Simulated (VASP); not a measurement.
# BaTiO3 (P4mm) in VASP: single point with PBEsol

Aim: the single point of BaTiO3 with PBEsol.

Program: VASP 6.6.1. These are calculated values, not measurements. Logs are shortened: lines on timing, memory, paths and dates and some standing lists are left out, and cuts for length are marked.

**1. The cell of the first run**

Symmetry: P4mm, No. 99, tetragonal system. Conventional cell: a = 3.968 Å, b = 3.968 Å, c = 4.001 Å, α = 90.00°, β = 90.00°, γ = 90.00°. Within 3.7 Å of Ba (site symmetry 4mm) lie 12 O at 2.78 to 2.85 Å and 8 Ti at 3.40 to 3.50 Å. Within 2.4 Å of Ti (site symmetry 4mm) lie 6 O at 1.83 to 2.17 Å. O (site symmetry 4mm) has 2 Ti at 1.83 to 2.17 Å within 2.4 Å. Within 2.6 Å of O (site symmetry 2mm) lie 2 Ti at 1.99 Å.

**2. Single point, PBEsol**

Contents of POSCAR:

```
BaTiO3
1.0
    3.9684866700      0.0000000000      0.0000000000
    0.0000000000      3.9684866700      0.0000000000
    0.0000000000      0.0000000000      4.0008572700
Ba Ti O
1 1 3
Direct
    0.0000000000      0.0000000000      0.0000000000
    0.5000000000      0.5000000000      0.5220000000
    0.5000000000      0.5000000000      0.9790000000
    0.5000000000      0.0000000000      0.4880000000
    0.0000000000      0.5000000000      0.4880000000
```

Contents of INCAR.step1:

```
PREC = Accurate ; ENCUT = 520
EDIFF = 1E-7 ; ISMEAR = 1
SIGMA = 0.0171 ; LREAL = False
LASPH = True ; NELM = 80
ALGO = Normal ; ISIF = 2
LWAVE = False ; LCHARG = True
LMAXMIX = 4 ; GGA = PS
NBANDS = 28
```

Contents of KPOINTS.step1:

```
regular mesh
0
Gamma
  7 7 6
```

Contents of INCAR.step2:

```
PREC = Accurate ; ENCUT = 520
EDIFF = 1E-7 ; ISMEAR = -5
SIGMA = 0.0171 ; LREAL = False
LASPH = True ; NELM = 80
ALGO = Normal ; ISIF = 2
LWAVE = False ; LCHARG = False
LMAXMIX = 4 ; GGA = PS
LORBIT = 11 ; NEDOS = 1001
ICHARG = 11
```

Contents of KPOINTS.step2:

```
regular mesh
0
Gamma
  11 11 9
```

Potentials or basis: VASP PAW PBE potentials, release 64 (Ba_sv, Ti_sv, O).

The run is started by

```bash
$ cat potpaw_PBE.64/Ba_sv/POTCAR potpaw_PBE.64/Ti_sv/POTCAR potpaw_PBE.64/O/POTCAR > POTCAR
$ cp INCAR.step1 INCAR
$ cp KPOINTS.step1 KPOINTS
$ mpirun -np 1 vasp_std > vasp.out
$ cp INCAR.step2 INCAR
$ cp KPOINTS.step2 KPOINTS
$ mpirun -np 1 vasp_std > vasp.out
```

OUTCAR:

```text
PREC = Accurate
   ENCUT = 520
   EDIFF = 1E-7
   ISMEAR = -5
   LREAL = False
   LASPH = True
   NELM = 80
   ISIF = 2
   GGA = PS
   LORBIT = 11
   ICHARG = 11

 ion  position               nearest neighbor table
   1  0.000  0.000  0.000-   4 2.78   5 2.78   5 2.78   4 2.78   3 2.81   3 2.81   3 2.81   3 2.81
                             4 2.85   5 2.85   4 2.85   5 2.85   2 3.40   2 3.40   2 3.40   2 3.40
   2  0.500  0.500  0.522-   3 1.83   4 1.99   5 1.99   4 1.99   5 1.99   3 2.17   1 3.40   1 3.40
                             1 3.40   1 3.40   1 3.50   1 3.50   1 3.50   1 3.50
   3  0.500  0.500  0.979-   2 1.83   2 2.17   1 2.81   1 2.81   1 2.81   1 2.81
   4  0.500  0.000  0.488-   2 1.99   2 1.99   1 2.78   1 2.78   1 2.85   1 2.85
   5  0.000  0.500  0.488-   2 1.99   2 1.99   1 2.78   1 2.78   1 2.85   1 2.85

  LATTYP: Found a simple tetragonal cell.
 ALAT       =     3.9684866700
 C/A-ratio  =     1.0081569129

  Lattice vectors:

 A1 = (   3.9684866700,   0.0000000000,   0.0000000000)
 A2 = (   0.0000000000,   3.9684866700,   0.0000000000)
 A3 = (   0.0000000000,   0.0000000000,   4.0008572700)

Analysis of symmetry for initial positions (statically):
=====================================================================
 Subroutine PRICEL returns:
 Original cell was already a primitive cell.

 Routine SETGRP: Setting up the symmetry group for a
 simple tetragonal supercell.

 Subroutine GETGRP returns: Found  8 space group operations
 (whereof  8 operations were pure point group operations)
 out of a pool of 16 trial point group operations.

The static configuration has the point symmetry C_4v.

Analysis of symmetry for dynamics (positions and initial velocities):
=====================================================================
 Subroutine PRICEL returns:
 Original cell was already a primitive cell.

 Routine SETGRP: Setting up the symmetry group for a
 simple tetragonal supercell.

 Subroutine GETGRP returns: Found  8 space group operations
 (whereof  8 operations were pure point group operations)
 out of a pool of 16 trial point group operations.

The dynamic configuration has the point symmetry C_4v.

 Subroutine INISYM returns: Found  8 space group operations
 (whereof  8 operations are pure point group operations),
 and found     1 'primitive' translations

----------------------------------------------------------------------------------------

                                     Primitive cell

  volume of cell :      63.0090

  direct lattice vectors                    reciprocal lattice vectors
     3.968486670  0.000000000  0.000000000     0.251985223  0.000000000  0.000000000
     0.000000000  3.968486670  0.000000000     0.000000000  0.251985223  0.000000000
     0.000000000  0.000000000  4.000857270     0.000000000  0.000000000  0.249946432

  length of vectors
     3.968486670  3.968486670  4.000857270     0.251985223  0.251985223  0.249946432

  position of ions in fractional coordinates (direct lattice)
     0.000000000  0.000000000  0.000000000
     0.500000000  0.500000000  0.522000000
     0.500000000  0.500000000  0.979000000
     0.500000000  0.000000000  0.488000000
     0.000000000  0.500000000  0.488000000

  ion indices of the primitive-cell ions
   primitive index   ion index
                 1           1
                 2           2
                 3           3
                 4           4
                 5           5

----------------------------------------------------------------------------------------

 KPOINTS: regular mesh

Automatic generation of k-mesh.
 Grid dimensions read from file:
 generate k-points for:   11   11    9

 Generating k-lattice:

  Cartesian coordinates                     Fractional coordinates (reciprocal lattice)
     0.022907748  0.000000000  0.000000000     0.090909091  0.000000000  0.000000000
     0.000000000  0.022907748  0.000000000     0.000000000  0.090909091  0.000000000
     0.000000000  0.000000000  0.027771826     0.000000000  0.000000000  0.111111111

  Length of vectors
     0.022907748  0.022907748  0.027771826

  Shift w.r.t. Gamma in fractional coordinates (k-lattice)
     0.000000000  0.000000000  0.000000000

 TETIRR: Found   1613 inequivalent tetrahedra from     6534

 Subroutine IBZKPT returns following result:
 ===========================================

 Found    105 irreducible k-points:

 Following reciprocal coordinates:
            Coordinates               Weight
  0.000000  0.000000  0.000000      1.000000
  0.090909  0.000000  0.000000      4.000000
  0.181818  0.000000  0.000000      4.000000
  0.272727  0.000000  0.000000      4.000000
  0.363636  0.000000  0.000000      4.000000
  0.454545  0.000000  0.000000      4.000000
[... 16 lines left out ...]
  0.090909  0.000000  0.111111      8.000000
  0.181818  0.000000  0.111111      8.000000
 [... further k-points ...]
   k-points           NKPTS =    105   k-points in BZ     NKDIM =    105   number of bands    NBANDS=     24
   number of dos      NEDOS =   1001   number of ions     NIONS =      5
   total plane-waves  NPLWV =  27000
   dimension x,y,z NGX =    30 NGY =   30 NGZ =   30
   dimension x,y,z NGXF=    60 NGYF=   60 NGZF=   60
   ions per type =               1   1   3
   NGX,Y,Z   is equivalent  to a cutoff of  12.57, 12.57, 12.47 a.u.
   NGXF,Y,Z  is equivalent  to a cutoff of  25.13, 25.13, 24.93 a.u.
 SYSTEM =  unknown system
   PREC   = accura    normal or accurate (medium, high low for compatibility)
   ISTART =      0    job   : 0-new  1-cont  2-samecut
   ICHARG =     11    charge: 1-file 2-atom 10-const
   ISPIN  =      1    spin polarized calculation?
   LNONCOLLINEAR =      F non collinear calculations
   LSORBIT =      F    spin-orbit coupling
   LASPH  =      T    aspherical Exc in radial PAW
   ENCUT  =  520.0 eV  38.22 Ry    6.18 a.u.   7.38  7.38  7.44*2*pi/ulx,y,z
   NELM   =     80;   NELMIN=  2; NELMDL=  0     # of ELM steps
   EDIFF  = 0.1E-06   stopping-criterion for ELM
   LREAL  =      F    real-space projection
   EDIFFG = 0.1E-05   stopping-criterion for IOM
   NSW    =      0    number of steps for IOM
   IBRION =     -1    ionic relax: 0-MD 1-quasi-New 2-CG
   NFREE  =      0    steps in history (QN), initial steepest desc. (CG)
   ISIF   =      2    stress and relaxation
   ISYM   =      2    0-nonsym 1-usesym 2-fastsym
   POTIM  = 0.5000    time-step for ionic-motion
   TEBEG  =    0.0;   TEEND  =   0.0 temperature during run
   PSTRESS=    0.0 pullay stress
   NELECT =      40.0000    total number of electrons
   NUPDOWN=      -1.0000    fix difference up-down
   EMIN   =  10.00;   EMAX   =-10.00  energy-range for DOS
   EFERMI =   0.00;   METHOD = LEGACY
   ISMEAR =    -5;   SIGMA  =   0.02  broadening in eV -4-tet -1-fermi 0-gaus
   EFERMI_NEDOS =   21; number of points for ismear=-14 and -15
   IALGO  =     38    algorithm
   IMIX   =      4    mixing-type and parameters
     AMIX     =   0.40;   BMIX     =  1.00
     AMIX_MAG =   1.60;   BMIX_MAG =  1.00
  volume/ion in A,a.u.               =      12.60        85.04
  Fermi-wavevector in a.u.,A,eV,Ry     =   1.406999  2.658843 26.934730  1.979647
  Thomas-Fermi vector in A             =   2.529303
   LORBIT       =     11    0 simple, 1 ext, 2 COOP (PROOUT), +10 PAW based schemes
   GGA     = PS    functional components
   LHFCALC =     F    Hartree Fock is set to
   AEXX    =    0.0000 exact exchange contribution
   IVDW    =     0    specifies the selected vdW correction
   LEPSILON=     F    determine dielectric tensor
   LRPA    =     F    only Hartree local field effects (RPA)
 non-spin polarized calculation
 Fermi weights with tetrahedron method with Bloechl corrections
  energy-cutoff  :      520.00
  volume of cell :       63.01
 maximum number of plane-waves:      1743
 NGX is ok and might be reduce to    30

 number of electron      39.9999986 magnetization

 Free energy of the ion-electron system (eV)
  ---------------------------------------------------
  ext. energy  EPLUGINS =         0.00000000
  ---------------------------------------------------
  free energy    TOTEN  =       -41.98739137 eV

  energy without entropy =      -41.98739137  energy(sigma->0) =      -41.98739137

 E-fermi :   3.8670     XC(G=0): -11.6005

 val. band max:        3.8579521141   @ k =   0.4545   0.4545   0.4444
 cond. band min:       5.6880908275   @ k =   0.0000   0.0000   0.0000
 fundamental gap:      1.8301387134
 Fermi energy:         3.8669748991

 k-point     1 :       0.0000    0.0000    0.0000
  band No.  band energies     occupation
      1     -52.3041      2.00000
      2     -28.7187      2.00000
      3     -28.6387      2.00000
      4     -28.6387      2.00000
      5     -20.9214      2.00000
      6     -13.0296      2.00000
[... 16 lines left out ...]
     23       6.0770      0.00000
     24       8.1013      0.00000

 k-point     2 :       0.0909    0.0000    0.0000
  band No.  band energies     occupation
      1     -52.3040      2.00000
      2     -28.7185      2.00000
      3     -28.6436      2.00000
      4     -28.6385      2.00000
      5     -20.9108      2.00000
      6     -13.0382      2.00000
[... 16 lines left out ...]
     23       6.1417      0.00000
     24       8.2140      0.00000

 k-point     3 :       0.1818    0.0000    0.0000
  band No.  band energies     occupation
      1     -52.3038      2.00000
      2     -28.7180      2.00000
      3     -28.6566      2.00000
      4     -28.6380      2.00000
      5     -20.8820      2.00000
      6     -13.0800      2.00000
[... 16 lines left out ...]
     23       6.4214      0.00000
     24       8.2406      0.00000
[... 514 lines left out ...]
 k-point    23 :       0.0909    0.0000    0.1111
  band No.  band energies     occupation
      1     -52.3039      2.00000
      2     -28.7252      2.00000
      3     -28.6433      2.00000
      4     -28.6382      2.00000
      5     -20.8964      2.00000
      6     -13.0284      2.00000
[... 16 lines left out ...]
     23       6.3159      0.00000
     24       8.2623      0.00000

 k-point    24 :       0.1818    0.0000    0.1111
  band No.  band energies     occupation
      1     -52.3036      2.00000
      2     -28.7246      2.00000
      3     -28.6563      2.00000
      4     -28.6377      2.00000
      5     -20.8688      2.00000
      6     -13.0532      2.00000
[... 16 lines left out ...]
     23       6.5247      0.00000
     24       8.4057      0.00000

 [... further k-points ...]
[... 5 lines left out ...]
  --------------------------------------------------------------------------------------
  -------------------------------------------------------------------------------------
  Total        0.6421327      0.6421327      1.6594306      0.0000000      0.0000000      0.0000000
  in kB       16.3279811     16.3279811     42.1955616      0.0000000      0.0000000      0.0000000
  external PRESSURE =      24.9505079 kB  Pullay stress =       0.0000000 kB

 VOLUME and BASIS-vectors are now :
 -----------------------------------------------------------------------------
  energy-cutoff  :      520.00
  volume of cell :       63.01
      direct lattice vectors                 reciprocal lattice vectors
     3.968486670  0.000000000  0.000000000     0.251985223  0.000000000  0.000000000
     0.000000000  3.968486670  0.000000000     0.000000000  0.251985223  0.000000000
     0.000000000  0.000000000  4.000857270     0.000000000  0.000000000  0.249946432

 POSITION                                       TOTAL-FORCE (eV/Angst)
 -----------------------------------------------------------------------------------
      0.00000      0.00000      0.00000         0.000000     -0.000000      0.136648
      1.98424      1.98424      2.08845         0.000000     -0.000000     -0.340428
      1.98424      1.98424      3.91684         0.000000      0.000000      0.160006
      1.98424      0.00000      1.95242        -0.000000      0.000000      0.021887
      0.00000      1.98424      1.95242         0.000000     -0.000000      0.021887
 -----------------------------------------------------------------------------------
    total drift:                                0.000000      0.000000      0.000245

  FREE ENERGIE OF THE ION-ELECTRON SYSTEM (eV)
  ---------------------------------------------------
  free  energy   TOTEN  =       -41.9873913725 eV

  energy  without entropy=      -41.9873913725  energy(sigma->0) =      -41.98739137

 total charge

# of ion       s       p       d       tot
------------------------------------------
    1        2.004   5.637   0.350   7.991
    2        2.226   6.292   1.783  10.301
    3        1.565   3.461   0.000   5.026
    4        1.559   3.457   0.000   5.016
    5        1.559   3.457   0.000   5.016
--------------------------------------------------
tot          8.913  22.304   2.133  33.349
```

It took 2.1 min on 1 thread of Intel Xeon Platinum 8375C at 2.90GHz (Ice Lake), shared host; peak memory 0.28 GiB.

Results:

* Valence electrons inside the program's atomic spheres: Ba 7.99; Ti 10.30; O 5.03, 5.02 (each value once)

Levels at points of the mesh, in eV from the valence-band top:
```tsv
k point	band 16	band 17	band 18	band 19	band 20	band 21	band 22	band 23	band 24
(0.00, 0.00, 0.00)	-1.40	-1.17	-0.39	-0.32	-0.32	1.83	2.22	2.22	4.24
```

Caveat: the PAW data sets were made with another functional, which shifts forces and pressure a little; spin-orbit coupling is left out, which moves the levels of the heavy elements.
